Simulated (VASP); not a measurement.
# ZnF2 (P4_2/mnm) in VASP: further runs

The runs below take ZnF2 through relaxation of the atoms, with r2SCAN.

Everything below comes from runs of VASP 6.6.1. Logs are shortened: lines on timing, memory, paths and dates and some standing lists are left out, and cuts for length are marked.

### Step 1. The cell of the first run

It takes space group P4_2/mnm (No. 136, tetragonal). Conventional cell: a = 4.750 Å, b = 4.750 Å, c = 3.159 Å, α = 90.00°, β = 90.00°, γ = 90.00°. Within 2.7 Å of Zn (site symmetry mmm) lie 6 F at 2.04 to 2.06 Å. F (site symmetry m2m) has 3 Zn at 2.04 to 2.06 Å and 1 F at 2.64 Å within 2.7 Å.

### Step 2. Relaxation of the atoms, r2SCAN (equal strain along all axes, cell held: +1.0 %)

POSCAR

```
ZnF2
1.0
    4.7495314430      0.0000000000      0.0000000000
    0.0000000000      4.7495314430      0.0000000000
    0.0000000000      0.0000000000      3.1586237967
Zn F
2 4
Direct
    0.5000000000      0.5000000000      0.5000000000
    0.0000000000      0.0000000000      0.0000000000
    0.6968813123      0.6968813123      0.0000000000
    0.8031186877      0.1968813123      0.5000000000
    0.3031186877      0.3031186877      0.0000000000
    0.1968813123      0.8031186877      0.5000000000
```

INCAR.step1

```
SYSTEM = ZnF2
  PREC = Accurate
  ENCUT = 580
  ISMEAR = 0
  SIGMA = 0.02
  LREAL = .FALSE.
  LASPH = .TRUE.
  NELM = 120
  GGA = PE
  ALGO = Normal
  EDIFF = 1E-5
  LWAVE = .TRUE.
  LCHARG = .FALSE.
  GGA_COMPAT = .FALSE.
  IBRION = 2
  EDIFFG = -0.01
  NELMIN = 4
  NSW = 100
  KPAR = 4
```

INCAR.step2

```
SYSTEM = ZnF2
  PREC = Accurate
  ENCUT = 580
  EDIFF = 1E-7
  ISMEAR = 0
  SIGMA = 0.02
  LREAL = .FALSE.
  LASPH = .TRUE.
  NELM = 120
  ALGO = Normal
  ISIF = 2
  LWAVE = .FALSE.
  LCHARG = .FALSE.
  METAGGA = R2SCAN
  LMIXTAU = .TRUE.
  IBRION = 2
  NSW = 60
  EDIFFG = -0.008
  ISTART = 1
  GGA_COMPAT = .FALSE.
  NELMIN = 4
  KPAR = 4
```

KPOINTS

```
Automatic mesh
0
G
  6 6 8
  0 0 0
```

Potentials or basis: VASP PAW PBE potentials, release 64 (Zn, F).

On the command line:

```console
> cat potpaw_PBE.64/Zn/POTCAR potpaw_PBE.64/F/POTCAR > POTCAR
> cp INCAR.step1 INCAR
> mpirun -np 4 vasp_std > vasp.out
> cp INCAR.step2 INCAR
> mpirun -np 4 vasp_std > vasp.out
```

OUTCAR:

```text
SYSTEM = ZnF2
   PREC = Accurate
   ENCUT = 580
   EDIFF = 1E-7
   ISMEAR = 0
   LREAL = .FALSE.
   LASPH = .TRUE.
   NELM = 120
   ISIF = 2
   METAGGA = R2SCAN
   IBRION = 2
   NSW = 60
   EDIFFG = -0.008
   ISTART = 1
   NELMIN = 4

 ion  position               nearest neighbor table
   1  0.500  0.500  0.500-   4 2.04   6 2.04   5 2.06   3 2.06   3 2.06   5 2.06
   2  0.000  0.000  0.000-   3 2.04   5 2.04   4 2.06   6 2.06   4 2.06   6 2.06
   3  0.697  0.697  0.000-   2 2.04   1 2.06   1 2.06
   4  0.803  0.197  0.500-   1 2.04   2 2.06   2 2.06
   5  0.303  0.303  0.000-   2 2.04   1 2.06   1 2.06
   6  0.197  0.803  0.500-   1 2.04   2 2.06   2 2.06

  LATTYP: Found a simple tetragonal cell.
 ALAT       =     4.7495314430
 C/A-ratio  =     0.6650390327

  Lattice vectors:

 A1 = (   4.7495314430,   0.0000000000,   0.0000000000)
 A2 = (   0.0000000000,   4.7495314430,   0.0000000000)
 A3 = (   0.0000000000,   0.0000000000,   3.1586237967)

Analysis of symmetry for initial positions (statically):
=====================================================================
 Subroutine PRICEL returns:
 Original cell was already a primitive cell.

 Routine SETGRP: Setting up the symmetry group for a
 simple tetragonal supercell.

 Subroutine GETGRP returns: Found 16 space group operations
 (whereof  8 operations were pure point group operations)
 out of a pool of 16 trial point group operations.

The static configuration has the point symmetry D_2h.
 The point group associated with its full space group is D_4h.

Analysis of symmetry for dynamics (positions and initial velocities):
=====================================================================
 Subroutine PRICEL returns:
 Original cell was already a primitive cell.

 Routine SETGRP: Setting up the symmetry group for a
 simple tetragonal supercell.

 Subroutine GETGRP returns: Found 16 space group operations
 (whereof  8 operations were pure point group operations)
 out of a pool of 16 trial point group operations.

The dynamic configuration has the point symmetry D_2h.
 The point group associated with its full space group is D_4h.

 Subroutine INISYM returns: Found 16 space group operations
 (whereof  8 operations are pure point group operations),
 and found     1 'primitive' translations

----------------------------------------------------------------------------------------

                                     Primitive cell

  volume of cell :      71.2524

  direct lattice vectors                    reciprocal lattice vectors
     4.749531443  0.000000000  0.000000000     0.210547085  0.000000000  0.000000000
     0.000000000  4.749531443  0.000000000     0.000000000  0.210547085  0.000000000
     0.000000000  0.000000000  3.158623797     0.000000000  0.000000000  0.316593575

  length of vectors
     4.749531443  4.749531443  3.158623797     0.210547085  0.210547085  0.316593575

  position of ions in fractional coordinates (direct lattice)
     0.500000000  0.500000000  0.500000000
     0.000000000  0.000000000  0.000000000
     0.696881312  0.696881312  0.000000000
     0.803118688  0.196881312  0.500000000
     0.303118688  0.303118688  0.000000000
     0.196881312  0.803118688  0.500000000

  ion indices of the primitive-cell ions
   primitive index   ion index
                 1           1
                 2           2
                 3           3
                 4           4
                 5           5
                 6           6

----------------------------------------------------------------------------------------

 KPOINTS: Automatic mesh

Automatic generation of k-mesh.
 Grid dimensions read from file:
 generate k-points for:    6    6    8

 Generating k-lattice:

  Cartesian coordinates                     Fractional coordinates (reciprocal lattice)
     0.035091181  0.000000000  0.000000000     0.166666667  0.000000000  0.000000000
     0.000000000  0.035091181  0.000000000     0.000000000  0.166666667  0.000000000
     0.000000000  0.000000000  0.039574197     0.000000000  0.000000000  0.125000000

  Length of vectors
     0.035091181  0.035091181  0.039574197

  Shift w.r.t. Gamma in fractional coordinates (k-lattice)
     0.000000000  0.000000000  0.000000000

 Subroutine IBZKPT returns following result:
 ===========================================

 Found     50 irreducible k-points:

 Following reciprocal coordinates:
            Coordinates               Weight
  0.000000  0.000000  0.000000      1.000000
  0.166667  0.000000  0.000000      4.000000
  0.333333  0.000000  0.000000      4.000000
  0.500000  0.000000  0.000000      2.000000
  0.166667  0.166667  0.000000      4.000000
  0.333333  0.166667  0.000000      8.000000
[... 16 lines left out ...]
  0.333333  0.000000  0.250000      8.000000
  0.500000  0.000000  0.250000      4.000000
 [... further k-points ...]
   k-points           NKPTS =     50   k-points in BZ     NKDIM =     50   number of bands    NBANDS=     31
   number of dos      NEDOS =    301   number of ions     NIONS =      6
   total plane-waves  NPLWV =  44800
   dimension x,y,z NGX =    40 NGY =   40 NGZ =   28
   dimension x,y,z NGXF=    80 NGYF=   80 NGZF=   56
   ions per type =               2   4
   NGX,Y,Z   is equivalent  to a cutoff of  14.00, 14.00, 14.74 a.u.
   NGXF,Y,Z  is equivalent  to a cutoff of  28.00, 28.00, 29.47 a.u.
 SYSTEM =  ZnF2
   PREC   = accura    normal or accurate (medium, high low for compatibility)
   ISTART =      1    job   : 0-new  1-cont  2-samecut
   ICHARG =      0    charge: 1-file 2-atom 10-const
   ISPIN  =      1    spin polarized calculation?
   LNONCOLLINEAR =      F non collinear calculations
   LSORBIT =      F    spin-orbit coupling
   LASPH  =      T    aspherical Exc in radial PAW
   ENCUT  =  580.0 eV  42.63 Ry    6.53 a.u.   9.33  9.33  6.20*2*pi/ulx,y,z
   NELM   =    120;   NELMIN=  4; NELMDL=  0     # of ELM steps
   EDIFF  = 0.1E-06   stopping-criterion for ELM
   LREAL  =      F    real-space projection
   EDIFFG = -.8E-02   stopping-criterion for IOM
   NSW    =     60    number of steps for IOM
   IBRION =      2    ionic relax: 0-MD 1-quasi-New 2-CG
   NFREE  =      1    steps in history (QN), initial steepest desc. (CG)
   ISIF   =      2    stress and relaxation
   ISYM   =      2    0-nonsym 1-usesym 2-fastsym
   POTIM  = 0.5000    time-step for ionic-motion
   TEBEG  =    0.0;   TEEND  =   0.0 temperature during run
   PSTRESS=    0.0 pullay stress
   NELECT =      52.0000    total number of electrons
   NUPDOWN=      -1.0000    fix difference up-down
   EMIN   =  10.00;   EMAX   =-10.00  energy-range for DOS
   EFERMI =   0.00;   METHOD = LEGACY
   ISMEAR =     0;   SIGMA  =   0.02  broadening in eV -4-tet -1-fermi 0-gaus
   EFERMI_NEDOS =   21; number of points for ismear=-14 and -15
   IALGO  =     38    algorithm
   IMIX   =      4    mixing-type and parameters
     AMIX     =   0.40;   BMIX     =  1.00
     AMIX_MAG =   1.60;   BMIX_MAG =  1.00
  volume/ion in A,a.u.               =      11.88        80.14
  Fermi-wavevector in a.u.,A,eV,Ry     =   1.473928  2.785319 29.558145  2.172462
  Thomas-Fermi vector in A             =   2.588761
   LORBIT       =      0    0 simple, 1 ext, 2 COOP (PROOUT), +10 PAW based schemes
   METAGGA = R2SCAN    functional components
   LHFCALC =     F    Hartree Fock is set to
   AEXX    =    0.0000 exact exchange contribution
   IVDW    =     0    specifies the selected vdW correction
   LEPSILON=     F    determine dielectric tensor
   LRPA    =     F    only Hartree local field effects (RPA)
 conjugate gradient relaxation of ions
 non-spin polarized calculation
 Gauss-broadening in eV      SIGMA  =   0.02
  energy-cutoff  :      580.00
  volume of cell :       71.25
 maximum number of plane-waves:      2276
 NGX is ok and might be reduce to    40
   NGX = 19   NGY = 19   NGZ = 13

--------------------------------------- Ionic step        1  -------------------------------------------

 number of electron      51.9999994 magnetization

 Free energy of the ion-electron system (eV)
  ---------------------------------------------------
  ext. energy  EPLUGINS =         0.00000000
  ---------------------------------------------------
  free energy    TOTEN  =       -45.66059533 eV

  energy without entropy =      -45.66059533  energy(sigma->0) =      -45.66059533

------------------------ aborting loop because EDIFF is reached ----------------------------------------

  FORCE on cell =-STRESS in cart. coord.  units (eV):
  Direction    XX          YY          ZZ          XY          YZ          ZX
  --------------------------------------------------------------------------------------
  -------------------------------------------------------------------------------------
  Total       -1.2291666     -1.2291666     -1.4813947     -0.0000000      0.0000000      0.0000000
  in kB      -27.6389730    -27.6389730    -33.3105602     -0.0000000      0.0000000      0.0000000
  external PRESSURE =     -29.5295021 kB  Pullay stress =       0.0000000 kB
[... 145 lines left out ...]
  energy  without entropy=      -45.6609420197  energy(sigma->0) =      -45.66094202

--------------------------------------- Ionic step        5  -------------------------------------------

 number of electron      51.9999990 magnetization

 Free energy of the ion-electron system (eV)
  ---------------------------------------------------
  ext. energy  EPLUGINS =         0.00000000
  ---------------------------------------------------
  free energy    TOTEN  =       -45.66095925 eV

  energy without entropy =      -45.66095925  energy(sigma->0) =      -45.66095925

 E-fermi :  -1.8490     XC(G=0): -10.7993

 val. band max:       -1.9446581702   @ k =   0.0000   0.0000   0.0000
 cond. band min:       2.2381014575   @ k =   0.0000   0.0000   0.0000
 fundamental gap:      4.1827596277
 Fermi energy:        -1.8490079028

 k-point     1 :       0.0000    0.0000    0.0000
  band No.  band energies     occupation
      1     -24.7971      2.00000
      2     -24.1045      2.00000
      3     -24.1045      2.00000
      4     -24.0738      2.00000
      5      -7.9280      2.00000
      6      -7.1628      2.00000
[... 805 lines left out ...]
     30      10.1916      0.00000
     31      11.7343      0.00000

 [... further k-points ...]

------------------------ aborting loop because EDIFF is reached ----------------------------------------

  FORCE on cell =-STRESS in cart. coord.  units (eV):
  Direction    XX          YY          ZZ          XY          YZ          ZX
  --------------------------------------------------------------------------------------
  -------------------------------------------------------------------------------------
  Total       -1.2046688     -1.2046688     -1.4425166      0.0000000      0.0000000      0.0000000
  in kB      -27.0881156    -27.0881156    -32.4363480      0.0000000      0.0000000      0.0000000
  external PRESSURE =     -28.8708598 kB  Pullay stress =       0.0000000 kB
[... 21 lines left out ...]
  FREE ENERGIE OF THE ION-ELECTRON SYSTEM (eV)
  ---------------------------------------------------
  free  energy   TOTEN  =       -45.6609592470 eV

  energy  without entropy=      -45.6609592470  energy(sigma->0) =      -45.66095925

 reached required accuracy - stopping structural energy minimisation
```

Wall time 3.9 min (4 MPI ranks of Intel Xeon Platinum 8559C (Emerald Rapids), shared host); peak memory 0.28 GiB.

What came out:

| Property | Result |
| --- | --- |
| Free energy | -45.6610 eV |
| Energy gained by relaxing | 0.1 meV/atom |
| Ionic steps | 5 |
| Pressure after relaxing | -2.9 GPa |
| Band gap on the k mesh | 4.18 eV, direct |

Stress tensor (GPa, compression positive):
```
-2.71  0.00  0.00
 0.00 -2.71  0.00
 0.00  0.00 -3.24
```

Step by step:
| step | energy change (eV) | largest force (eV/Å) | pressure (GPa) |
| --- | --- | --- | --- |
| 1 | 0.0000 | 0.0352 | -2.95 |
| 2 | -0.0002 | 0.0230 | -2.93 |
| 3 | -0.0003 | 0.0122 | -2.91 |
| 4 | -0.0003 | 0.0094 | -2.86 |
| 5 | -0.0004 | 0.0002 | -2.89 |

Final structure:
```
CELL_PARAMETERS angstrom
4.74953 0.00000 0.00000
0.00000 4.74953 0.00000
0.00000 0.00000 3.15862
ATOMIC_POSITIONS crystal
Zn 0.50000 0.50000 0.50000
Zn 0.00000 0.00000 0.00000
F 0.69616 0.69616 0.00000
F 0.80384 0.19616 0.50000
F 0.30384 0.30384 0.00000
F 0.19616 0.80384 0.50000
```

Caveat: the cell differs from its parent crystal (equal strain along all axes, cell held: +1.0 %); the PAW data sets were made with another functional, which shifts forces and pressure a little. A k mesh can miss the band edges.

### Step 3. Relaxation of the atoms, r2SCAN (equal strain along all axes, cell held: -3.0 %)

POSCAR

```
ZnF2
1.0
    4.5614311878      0.0000000000      0.0000000000
    0.0000000000      4.5614311878      0.0000000000
    0.0000000000      0.0000000000      3.0335297850
Zn F
2 4
Direct
    0.5000000000      0.5000000000      0.5000000000
    0.0000000000      0.0000000000      0.0000000000
    0.6982732185      0.6982732185      0.0000000000
    0.8017267815      0.1982732185      0.5000000000
    0.3017267815      0.3017267815      0.0000000000
    0.1982732185      0.8017267815      0.5000000000
```

INCAR.step1

```
SYSTEM = ZnF2
ALGO = Normal
EDIFF = 1E-5
EDIFFG = -0.01
ENCUT = 580
GGA = PE
GGA_COMPAT = .FALSE.
IBRION = 2
ISMEAR = 0
KPAR = 4
LASPH = .TRUE.
LCHARG = .FALSE.
LREAL = .FALSE.
LWAVE = .TRUE.
NELM = 120
NELMIN = 4
NSW = 100
PREC = Accurate
SIGMA = 0.02
```

INCAR.step2

```
SYSTEM = ZnF2
ALGO = Normal
EDIFF = 1E-7
EDIFFG = -0.008
ENCUT = 580
GGA_COMPAT = .FALSE.
IBRION = 2
ISIF = 2
ISMEAR = 0
ISTART = 1
KPAR = 4
LASPH = .TRUE.
LCHARG = .FALSE.
LMIXTAU = .TRUE.
LREAL = .FALSE.
LWAVE = .FALSE.
METAGGA = R2SCAN
NELM = 120
NELMIN = 4
NSW = 60
PREC = Accurate
SIGMA = 0.02
```

KPOINTS

```
k-points
0
G
  6 6 8
  0 0 0
```

Potentials or basis: VASP PAW PBE potentials, release 64 (Zn, F).

On the command line:

```console
> cat potpaw_PBE.64/Zn/POTCAR potpaw_PBE.64/F/POTCAR > POTCAR
> cp INCAR.step1 INCAR
> mpirun -np 4 vasp_std > vasp.out
> cp INCAR.step2 INCAR
> mpirun -np 4 vasp_std > vasp.out
```

It took 4.1 min on 4 MPI ranks of Intel Xeon Platinum 8259CL at 2.50GHz (Skylake/Cascade Lake), shared host; peak memory 0.23 GiB.

Results (log left out):

```yaml
Free_energy: -45.3969 eV
Energy_gained_by_relaxing: 0.1 meV/atom
Ionic_steps: 3
Pressure_after_relaxing: 14.6 GPa
Band_gap_on_the_k_mesh: 4.32 eV, direct
```

Stress tensor (GPa, compression positive):
```
13.91  0.00  0.00
 0.00 13.91  0.00
 0.00  0.00 16.02
```

The path:
```tsv
step	energy change (eV)	largest force (eV/Å)	pressure (GPa)
1	0.0000	0.0600	14.68
2	-0.0004	0.0220	14.64
3	-0.0005	0.0005	14.61
```

Final structure:
```
Zn F
1.0
     4.56143    0.00000    0.00000
     0.00000    4.56143    0.00000
     0.00000    0.00000    3.03353
Zn F
2 4
Direct
  0.50000 0.50000 0.50000
  0.00000 0.00000 0.00000
  0.69898 0.69898 0.00000
  0.80102 0.19898 0.50000
  0.30102 0.30102 0.00000
  0.19898 0.80102 0.50000
```

Levels at points of the mesh, in eV from the valence-band top:
| k point | band 23 | band 24 | band 25 | band 26 | band 27 | band 28 | band 29 | band 30 |
| --- | --- | --- | --- | --- | --- | --- | --- | --- |
| (0.00, 0.00, 0.00) | -1.91 | -0.57 | -0.57 | 0.00 | 4.32 | 10.41 | 10.41 | 10.85 |
| (0.50, 0.00, 0.00) | -0.82 | -0.82 | -0.69 | -0.69 | 7.09 | 7.09 | 11.46 | 11.46 |
| (0.50, 0.50, 0.00) | -1.61 | -1.61 | -0.59 | -0.59 | 8.28 | 8.28 | 9.95 | 9.95 |
| (0.00, 0.00, 0.50) | -1.48 | -1.48 | -1.41 | -1.41 | 9.54 | 9.54 | 13.11 | 13.11 |
| (0.50, 0.00, 0.50) | -1.78 | -1.78 | -0.17 | -0.17 | 10.25 | 10.25 | 11.29 | 11.29 |
| (0.50, 0.50, 0.50) | -1.48 | -1.48 | -0.91 | -0.91 | 9.42 | 9.42 | 12.23 | 12.23 |

Caveat: the cell differs from its parent crystal (equal strain along all axes, cell held: -3.0 %); the PAW data sets were made with another functional, which shifts forces and pressure a little.

### Step 4. Relaxation of the atoms, r2SCAN (equal strain along all axes, cell held: +3.0 %)

POSCAR

```
ZnF2
1.0
    4.8435815706      0.0000000000      0.0000000000
    0.0000000000      4.8435815706      0.0000000000
    0.0000000000      0.0000000000      3.2211708026
Zn F
2 4
Direct
    0.5000000000      0.5000000000      0.5000000000
    0.0000000000      0.0000000000      0.0000000000
    0.6946776813      0.6946776813      0.0000000000
    0.8053223187      0.1946776813      0.5000000000
    0.3053223187      0.3053223187      0.0000000000
    0.1946776813      0.8053223187      0.5000000000
```

INCAR.step1

```
SYSTEM = ZnF2
PREC = Accurate
ENCUT = 580
ISMEAR = 0
SIGMA = 0.02
LREAL = .False.
LASPH = .True.
NELM = 120
GGA = PE
ALGO = Normal
EDIFF = 1E-5
LWAVE = .True.
LCHARG = .False.
GGA_COMPAT = .False.
IBRION = 2
EDIFFG = -0.01
NELMIN = 4
NSW = 100
KPAR = 4
```

INCAR.step2

```
SYSTEM = ZnF2
PREC = Accurate
ENCUT = 580
EDIFF = 1E-7
ISMEAR = 0
SIGMA = 0.02
LREAL = .False.
LASPH = .True.
NELM = 120
ALGO = Normal
ISIF = 2
LWAVE = .False.
LCHARG = .False.
METAGGA = R2SCAN
LMIXTAU = .True.
IBRION = 2
NSW = 60
EDIFFG = -0.008
ISTART = 1
GGA_COMPAT = .False.
NELMIN = 4
KPAR = 4
```

KPOINTS

```
Automatic mesh
0
Gamma
  6 6 8
  0 0 0
```

On the command line:

```console
> cat potpaw_PBE.64/Zn/POTCAR potpaw_PBE.64/F/POTCAR > POTCAR
> cp INCAR.step1 INCAR
> mpirun -np 4 vasp_std > vasp.out
> cp INCAR.step2 INCAR
> mpirun -np 4 vasp_std > vasp.out
```

Run time: 3.5 min. Hardware: 4 MPI ranks of Intel Xeon Platinum 8488C (Sapphire Rapids), shared host; peak memory 0.28 GiB.

It converged, with:

```
Free energy               : -45.5154 eV
Energy gained by relaxing : 0.1 meV/atom
Ionic steps               : 3
Pressure after relaxing   : -8.3 GPa
Band gap on the k mesh    : 4.11 eV, indirect (least direct gap 4.15 eV)
```

Stress tensor (GPa, compression positive):
```
-7.69  0.00  0.00
 0.00 -7.69  0.00
 0.00  0.00 -9.50
```

Step by step:
```tsv
step	energy change (eV)	largest force (eV/Å)	pressure (GPa)
1	0.0000	0.0353	-8.40
2	-0.0002	0.0261	-8.37
3	-0.0005	0.0016	-8.29
```

Final structure:
```
Zn F
1.0
     4.84358    0.00000    0.00000
     0.00000    4.84358    0.00000
     0.00000    0.00000    3.22117
Zn F
2 4
Direct
  0.50000 0.50000 0.50000
  0.00000 0.00000 0.00000
  0.69372 0.69372 0.00000
  0.80628 0.19372 0.50000
  0.30628 0.30628 0.00000
  0.19372 0.80628 0.50000
```

Levels at points of the mesh, in eV from the valence-band top:
```tsv
k point	band 22	band 23	band 24	band 25	band 26	band 27	band 28	band 29	band 30	band 31
(0.00, 0.00, 0.00)	-1.17	-0.86	-0.21	-0.21	-0.04	4.11	9.63	10.38	10.38	13.93
(0.50, 0.00, 0.00)	-1.26	-0.53	-0.53	-0.27	-0.27	6.57	6.57	11.18	11.18	13.44
(0.50, 0.50, 0.00)	-1.47	-1.01	-1.01	-0.22	-0.22	7.40	7.40	9.75	9.75	15.04
(0.00, 0.00, 0.50)	-1.21	-1.11	-1.11	-1.03	-1.03	8.69	8.69	12.54	12.54	13.78
(0.50, 0.00, 0.50)	-1.40	-1.10	-1.10	0.00	0.00	9.15	9.15	11.00	11.00	14.51
(0.50, 0.50, 0.50)	-1.16	-1.03	-1.03	-0.74	-0.74	8.63	8.63	12.10	12.10	12.93
```

Caveat: the cell differs from its parent crystal (equal strain along all axes, cell held: +3.0 %); the PAW data sets were made with another functional, which shifts forces and pressure a little. A k mesh can miss the band edges.

### Step 5. Summary

```csv
cell,gap on the mesh (eV),pressure (GPa)
"atoms relaxed from a = 4.750, b = 4.750, c = 3.159 Å, 6 atoms",4.18,-2.9
"atoms relaxed from a = 4.561, b = 4.561, c = 3.034 Å, 6 atoms",4.32,14.6
"atoms relaxed from a = 4.844, b = 4.844, c = 3.221 Å, 6 atoms",4.11,-8.3
```

Alike in all rows: task relaxation of the atoms; level r2SCAN; potentials or basis VASP PAW PBE potentials, release 64 (Zn, F); no spin polarisation; k mesh 6 × 6 × 8; cutoff (eV) 580; smearing gaussian 0.02 eV.

Caveats: the PAW data sets were made with another functional, which shifts forces and pressure a little.

Absolute energies hang on the potentials; compare differences alone.
